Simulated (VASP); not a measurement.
Wanted: the native input for a VASP 6.6.1 run.

```
Task                   : single point
Functional             : r2SCAN
Potentials or basis    : VASP PAW PBE potentials, release 64 (Ga_d, N)
Cutoff                 : 520 eV
k mesh                 : 8 × 8 × 5
Occupations            : gaussian, width 0.03 eV
Spin                   : no spin polarisation
Dipole correction      : no
Further INCAR settings : ALGO = Normal; EDIFF = 1e-06; NBANDS = 26
```

GaN:

```
Ga N
1.0
     3.20813    0.00000    0.00000
    -1.60407    2.77833    0.00000
     0.00000    0.00000    5.18500
Ga N
2 2
Direct
  0.33333 0.66667 0.99951
  0.66667 0.33333 0.49951
  0.33333 0.66667 0.37749
  0.66667 0.33333 0.87749
```

The input as run:

POSCAR

```
GaN
1.0
    3.2081339984      0.0000000000      0.0000000000
   -1.6040669992      2.7783255414      0.0000000000
    0.0000000000      0.0000000000      5.1850000000
Ga N
2 2
Direct
    0.3333333333      0.6666666667     -0.0004888218
    0.6666666667      0.3333333333      0.4995111782
    0.3333333333      0.6666666667      0.3774888218
    0.6666666667      0.3333333333      0.8774888218
```

INCAR.step1

```
ALGO = Normal
EDIFF = 1E-4
ENCUT = 520
GGA = PE
ISMEAR = 0
LASPH = True
LCHARG = False
LREAL = False
LWAVE = True
NBANDS = 26
NELM = 60
PREC = Accurate
SIGMA = 0.03
```

INCAR.step2

```
ALGO = Normal
EDIFF = 1E-6
ENCUT = 520
ISIF = 2
ISMEAR = 0
ISTART = 1
LASPH = True
LCHARG = False
LMIXTAU = True
LREAL = False
LWAVE = False
METAGGA = R2SCAN
NBANDS = 26
NELM = 60
PREC = Accurate
SIGMA = 0.03
```

KPOINTS

```
k-points
0
Gamma
  8 8 5
```

Potentials or basis: VASP PAW PBE potentials, release 64 (Ga_d, N).

Run with:

```console
$ cat potpaw_PBE.64/Ga_d/POTCAR potpaw_PBE.64/N/POTCAR > POTCAR
$ cp INCAR.step1 INCAR
$ mpirun -np 1 vasp_std > vasp.out
$ cp INCAR.step2 INCAR
$ mpirun -np 1 vasp_std > vasp.out
```

It gave:

```
Pressure               : -2.0 GPa
Largest force          : 0.004 eV/Å
Band gap on the k mesh : 2.25 eV
```

Caveat: the PAW data sets were made with another functional, which shifts forces and pressure a little.

Run time: 3.3 min on 1 thread of AMD EPYC 7R13 (shared host), peak memory 0.15 GiB.
